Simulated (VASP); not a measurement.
Wanted: the native input for a VASP 6.6.1 run.

```yaml
Task: single point
Functional: PBE
Potentials_or_basis: VASP PAW PBE potentials, release 64 (Cd, S)
Cutoff: 520 eV
k_mesh: 8 × 8 × 8
Occupations: gaussian, width 0.024 eV
Spin: no spin polarisation
Dipole_correction: no
Further_INCAR_settings: ALGO = Normal; EDIFF = 1e-06; NBANDS = 16
```

The structure of CdS lies in POSCAR:

```
CdS
1.0
    0.0000000000      2.7532440000      2.7532440000
    2.7532440000      0.0000000000      2.7532440000
    2.7532440000      2.7532440000      0.0000000000
Cd S
1 1
Direct
    0.0000000000      0.0000000000      0.0000000000
    0.5000000000      0.5000000000      0.5000000000
```

The input as run:

INCAR

```
SYSTEM = CdS
PREC = Accurate ; ENCUT = 520
EDIFF = 1E-6 ; ISMEAR = 0
SIGMA = 0.024 ; LREAL = .False.
LASPH = .True. ; NELM = 80
ALGO = Normal ; ISIF = 2
LWAVE = .False. ; LCHARG = .True.
GGA = PE ; LELF = .True.
LVHAR = .True. ; NBANDS = 16
```

KPOINTS

```
Automatic mesh
0
Gamma
  8 8 8
  0 0 0
```

Potentials or basis: VASP PAW PBE potentials, release 64 (Cd, S).

The run is started by

```bash
$ cat potpaw_PBE.64/Cd/POTCAR potpaw_PBE.64/S/POTCAR > POTCAR
$ mpirun -np 1 vasp_std > vasp.out
```

Results of the run:

The pressure is -0.1 GPa and the band gap on the k mesh is 0.25 eV, indirect (least direct gap 1.53 eV).

Run time: 23 s on 1 thread of Intel(R) Xeon(R) Platinum 8259CL CPU @ 2.50GHz (Skylake/Cascade Lake) (shared host), peak memory 0.17 GiB.
